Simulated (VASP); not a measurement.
# W (Im-3m) in VASP: settings compared, part 3 of 3

VASP 6.6.1. The steps go on from the part before.

### 6 Single point, PBEsol

This run uses another cell than the first one, of 15.85 Å³/atom, 0.950 times its volume.

The input, INCAR:

```
PREC = Accurate
ENCUT = 520
EDIFF = 1E-7
ISMEAR = -1
SIGMA = 0.05
LREAL = F
LASPH = T
NELM = 80
ALGO = Normal
ISIF = 2
LWAVE = F
LCHARG = T
GGA = PS
LELF = T
LVHAR = T
NBANDS = 13
```

The input, KPOINTS:

```
regular mesh
0
Gamma
  9 9 9
```

The input, POSCAR:

```
W
1.0
   -1.5823450000      1.5823450000      1.5823450000
    1.5823450000     -1.5823450000      1.5823450000
    1.5823450000      1.5823450000     -1.5823450000
W
1
Direct
    0.0000000000      0.0000000000      0.0000000000
```

Potentials or basis: VASP PAW PBE potentials, release 64 (W_sv).

Command:

```console
> cat potpaw_PBE.64/W_sv/POTCAR > POTCAR
> mpirun -np 1 vasp_std > vasp.out
```

OUTCAR:

```text
PREC = Accurate
   ENCUT = 520
   EDIFF = 1E-7
   ISMEAR = -1
   LREAL = F
   LASPH = T
   NELM = 80
   ISIF = 2
   GGA = PS

 ion  position               nearest neighbor table
   1  0.000  0.000  0.000-

  LATTYP: Found a body centered cubic cell.
 ALAT       =     3.1646900000

  Lattice vectors:

 A1 = (  -1.5823450000,   1.5823450000,   1.5823450000)
 A2 = (   1.5823450000,  -1.5823450000,   1.5823450000)
 A3 = (   1.5823450000,   1.5823450000,  -1.5823450000)

Analysis of symmetry for initial positions (statically):
=====================================================================
 Subroutine PRICEL returns:
 Original cell was already a primitive cell.

 Routine SETGRP: Setting up the symmetry group for a
 body centered cubic supercell.

 Subroutine GETGRP returns: Found 48 space group operations
 (whereof 48 operations were pure point group operations)
 out of a pool of 48 trial point group operations.

The static configuration has the point symmetry O_h .

Analysis of symmetry for dynamics (positions and initial velocities):
=====================================================================
 Subroutine PRICEL returns:
 Original cell was already a primitive cell.

 Routine SETGRP: Setting up the symmetry group for a
 body centered cubic supercell.

 Subroutine GETGRP returns: Found 48 space group operations
 (whereof 48 operations were pure point group operations)
 out of a pool of 48 trial point group operations.

The dynamic configuration has the point symmetry O_h .

 Subroutine INISYM returns: Found 48 space group operations
 (whereof 48 operations are pure point group operations),
 and found     1 'primitive' translations

----------------------------------------------------------------------------------------

                                     Primitive cell

  volume of cell :      15.8476

  direct lattice vectors                    reciprocal lattice vectors
    -1.582345000  1.582345000  1.582345000     0.000000000  0.315986716  0.315986716
     1.582345000 -1.582345000  1.582345000     0.315986716  0.000000000  0.315986716
     1.582345000  1.582345000 -1.582345000     0.315986716  0.315986716  0.000000000

  length of vectors
     2.740701935  2.740701935  2.740701935     0.446872699  0.446872699  0.446872699

  position of ions in fractional coordinates (direct lattice)
     0.000000000  0.000000000  0.000000000

  ion indices of the primitive-cell ions
   primitive index   ion index
                 1           1

----------------------------------------------------------------------------------------

 KPOINTS: regular mesh

Automatic generation of k-mesh.
 Grid dimensions read from file:
 generate k-points for:    9    9    9

 Generating k-lattice:

  Cartesian coordinates                     Fractional coordinates (reciprocal lattice)
     0.000000000  0.035109635  0.035109635     0.111111111  0.000000000  0.000000000
     0.035109635  0.000000000  0.035109635     0.000000000  0.111111111  0.000000000
     0.035109635  0.035109635  0.000000000     0.000000000  0.000000000  0.111111111

  Length of vectors
     0.049652522  0.049652522  0.049652522

  Shift w.r.t. Gamma in fractional coordinates (k-lattice)
     0.000000000  0.000000000  0.000000000

 Subroutine IBZKPT returns following result:
 ===========================================

 Found     35 irreducible k-points:

 Following reciprocal coordinates:
            Coordinates               Weight
  0.000000  0.000000  0.000000      1.000000
  0.111111  0.000000  0.000000     12.000000
  0.222222  0.000000  0.000000     12.000000
  0.333333  0.000000  0.000000     12.000000
  0.444444  0.000000  0.000000     12.000000
  0.111111  0.111111  0.000000     24.000000
[... 16 lines left out ...]
 -0.333333  0.444444  0.111111     48.000000
 -0.444444 -0.444444  0.111111     24.000000
 [... further k-points ...]
   k-points           NKPTS =     35   k-points in BZ     NKDIM =     35   number of bands    NBANDS=     13
   number of dos      NEDOS =    301   number of ions     NIONS =      1
   total plane-waves  NPLWV =   8000
   dimension x,y,z NGX =    20 NGY =   20 NGZ =   20
   dimension x,y,z NGXF=    40 NGYF=   40 NGZF=   40
   ions per type =               1
   NGX,Y,Z   is equivalent  to a cutoff of  12.13, 12.13, 12.13 a.u.
   NGXF,Y,Z  is equivalent  to a cutoff of  24.26, 24.26, 24.26 a.u.
 SYSTEM =  unknown system
   PREC   = accura    normal or accurate (medium, high low for compatibility)
   ISTART =      0    job   : 0-new  1-cont  2-samecut
   ICHARG =      2    charge: 1-file 2-atom 10-const
   ISPIN  =      1    spin polarized calculation?
   LNONCOLLINEAR =      F non collinear calculations
   LSORBIT =      F    spin-orbit coupling
   LASPH  =      T    aspherical Exc in radial PAW
   ENCUT  =  520.0 eV  38.22 Ry    6.18 a.u.   5.10  5.10  5.10*2*pi/ulx,y,z
   NELM   =     80;   NELMIN=  2; NELMDL= -5     # of ELM steps
   EDIFF  = 0.1E-06   stopping-criterion for ELM
   LREAL  =      F    real-space projection
   EDIFFG = 0.1E-05   stopping-criterion for IOM
   NSW    =      0    number of steps for IOM
   IBRION =     -1    ionic relax: 0-MD 1-quasi-New 2-CG
   NFREE  =      0    steps in history (QN), initial steepest desc. (CG)
   ISIF   =      2    stress and relaxation
   ISYM   =      2    0-nonsym 1-usesym 2-fastsym
   POTIM  = 0.5000    time-step for ionic-motion
   TEBEG  =    0.0;   TEEND  =   0.0 temperature during run
   PSTRESS=    0.0 pullay stress
   NELECT =      14.0000    total number of electrons
   NUPDOWN=      -1.0000    fix difference up-down
   EMIN   =  10.00;   EMAX   =-10.00  energy-range for DOS
   EFERMI =   0.00;   METHOD = LEGACY
   ISMEAR =    -1;   SIGMA  =   0.05  broadening in eV -4-tet -1-fermi 0-gaus
   EFERMI_NEDOS =   21; number of points for ismear=-14 and -15
   IALGO  =     38    algorithm
   IMIX   =      4    mixing-type and parameters
     AMIX     =   0.40;   BMIX     =  1.00
     AMIX_MAG =   1.60;   BMIX_MAG =  1.00
  volume/ion in A,a.u.               =      15.85       106.94
  Fermi-wavevector in a.u.,A,eV,Ry     =   1.570832  2.968442 33.572544  2.467512
  Thomas-Fermi vector in A             =   2.672506
   LORBIT       =      0    0 simple, 1 ext, 2 COOP (PROOUT), +10 PAW based schemes
   GGA     = PS    functional components
   LHFCALC =     F    Hartree Fock is set to
   AEXX    =    0.0000 exact exchange contribution
   IVDW    =     0    specifies the selected vdW correction
   LEPSILON=     F    determine dielectric tensor
   LRPA    =     F    only Hartree local field effects (RPA)
 non-spin polarized calculation
  energy-cutoff  :      520.00
  volume of cell :       15.85
 maximum number of plane-waves:       437
   NGX = 11   NGY = 11   NGZ = 11

 number of electron      14.0000004 magnetization

 Free energy of the ion-electron system (eV)
  ---------------------------------------------------
  ext. energy  EPLUGINS =         0.00000000
  ---------------------------------------------------
  free energy    TOTEN  =       -13.81952336 eV

  energy without entropy =      -13.81108483  energy(sigma->0) =      -13.81530410

 E-fermi :  11.3296     XC(G=0): -13.7624

 val. band max:       11.0345237326   @ k =   0.4444   0.1111   0.0000
 cond. band min:      11.3538789835   @ k =  -0.3333   0.3333   0.2222
 fundamental gap:      0.3193552508
 Fermi energy:        11.3296459324

 k-point     1 :       0.0000    0.0000    0.0000
  band No.  band energies     occupation
      1     -62.8681      2.00000
      2     -26.4253      2.00000
      3     -26.4253      2.00000
      4     -26.4253      2.00000
      5       1.6238      2.00000
      6      10.0431      2.00000
      7      10.0431      2.00000
      8      10.0431      2.00000
      9      13.5147      0.00000
     10      13.5147      0.00000
     11      25.8209      0.00000
     12      25.8209      0.00000
     13      25.8209      0.00000

 k-point     2 :       0.1111    0.0000    0.0000
  band No.  band energies     occupation
      1     -62.8525      2.00000
      2     -26.5883      2.00000
      3     -26.4763      2.00000
      4     -26.4262      2.00000
      5       2.2083      2.00000
      6       9.6979      2.00000
      7       9.9348      2.00000
      8      10.6175      2.00000
      9      13.0496      0.00000
     10      13.5254      0.00000
     11      26.2755      0.00000
[... 339 lines left out ...]
 k-point    24 :      -0.4444   -0.4444    0.1111
  band No.  band energies     occupation
      1     -62.7089      2.00000
      2     -27.5898      2.00000
      3     -27.0456      2.00000
      4     -26.6340      2.00000
      5       6.2423      2.00000
      6       8.6152      2.00000
      7       9.0563      2.00000
      8      12.1836      0.00000
      9      15.7166      0.00000
     10      18.9952      0.00000
     11      21.3230      0.00000
     12      25.5365      0.00000
     13      27.7796      0.00000

 [... further k-points ...]
[... 5 lines left out ...]
  --------------------------------------------------------------------------------------
  -------------------------------------------------------------------------------------
  Total       -0.2784642     -0.2784642     -0.2784642     -0.0000000     -0.0000000     -0.0000000
  in kB      -28.1524597    -28.1524597    -28.1524597     -0.0000000     -0.0000000     -0.0000000
  external PRESSURE =     -28.1524597 kB  Pullay stress =       0.0000000 kB

 VOLUME and BASIS-vectors are now :
 -----------------------------------------------------------------------------
  energy-cutoff  :      520.00
  volume of cell :       15.85
      direct lattice vectors                 reciprocal lattice vectors
    -1.582345000  1.582345000  1.582345000     0.000000000  0.315986716  0.315986716
     1.582345000 -1.582345000  1.582345000     0.315986716  0.000000000  0.315986716
     1.582345000  1.582345000 -1.582345000     0.315986716  0.315986716  0.000000000

 POSITION                                       TOTAL-FORCE (eV/Angst)
 -----------------------------------------------------------------------------------
      0.00000      0.00000      0.00000         0.000000     -0.000000      0.000000
 -----------------------------------------------------------------------------------
    total drift:                                0.000000      0.000000      0.000000

  FREE ENERGIE OF THE ION-ELECTRON SYSTEM (eV)
  ---------------------------------------------------
  free  energy   TOTEN  =       -13.8195233611 eV

  energy  without entropy=      -13.8110848294  energy(sigma->0) =      -13.81530410
```

stdout:

```text
POSCAR found type information on POSCAR W
 POSCAR found :  1 types and       1 ions
 scaLAPACK will be used
 -----------------------------------------------------------------------------
|                                                                             |
|                                                                             |
|     You enforced a specific xc type in the INCAR file but a different       |
|     I HOPE YOU KNOW WHAT YOU ARE DOING!                                     |
|                                                                             |
 -----------------------------------------------------------------------------

 LDA part: xc-table for (Slater+PW92), standard interpolation
 POSCAR, INCAR and KPOINTS ok, starting setup
 FFT: planning ... GRIDC
 FFT: planning ... GRID_SOFT
 FFT: planning ... GRID
 WAVECAR not read
 entering main loop
```

Wall time 3.1 s (1 thread of Intel Xeon 6975P-C (Granite Rapids), shared host); peak memory 0.12 GiB.

What came out:

* Free energy: -13.8195 eV
* Pressure: -2.8 GPa
* Band gap on the k mesh: zero (band 7 reaches 15.30 eV, above the bottom of band 8 at 10.04 eV)

Levels at points of the mesh, in eV from the Fermi level:
| k point | band 4 | band 5 | band 6 | band 7 | band 8 | band 9 | band 10 | band 11 |
| --- | --- | --- | --- | --- | --- | --- | --- | --- |
| (0.00, 0.00, 0.00) | -37.75 | -9.71 | -1.29 | -1.29 | -1.29 | 2.19 | 2.19 | 14.49 |

Caveat: the PAW data sets were made with another functional, which shifts forces and pressure a little; spin-orbit coupling is left out, which moves the levels of the heavy elements.

### 7 The runs side by side

| task | level | cell | k mesh | cutoff (eV) | gap on the mesh (eV) | pressure (GPa) | relaxed volume (Å³/atom) |
| --- | --- | --- | --- | --- | --- | --- | --- |
| single point | BLYP | a = 2.788 Å, angles 109.5°, 1 atom | 12 × 12 × 12 | 520 | none | 1.4 | - |
| relaxation of cell and atoms | BLYP+D3(BJ) | relaxed from a = 2.741 Å, angles 109.5°, 1 atom | 12 × 12 × 12 | 600 | none | 0.0 | 15.82 |
| relaxation of cell and atoms | RPBE+D3(BJ) | relaxed from a = 2.741 Å, angles 109.5°, 1 atom | 12 × 12 × 12 | 600 | none | 0.1 | 14.11 |
| relaxation of cell and atoms | BLYP | relaxed from a = 2.741 Å, angles 109.5°, 1 atom | 12 × 12 × 12 | 600 | none | -0.1 | 16.78 |
| single point | PBEsol | a = 2.741 Å, angles 109.5°, 1 atom | 9 × 9 × 9 | 520 | none | -2.8 | - |

Alike in all rows: potentials or basis VASP PAW PBE potentials, release 64 (W_sv); no spin polarisation; smearing fermi-dirac 0.05 eV.

Caveats: the PAW data sets were made with another functional, which shifts forces and pressure a little; spin-orbit coupling is left out, which moves the levels of the heavy elements; pairwise dispersion overbinds metals, which lowers pressure and volume (some runs); the volume moved by -11 % from the deposited cell, more than functionals usually miss (some runs).

Absolute energies hang on the potentials; compare differences alone.
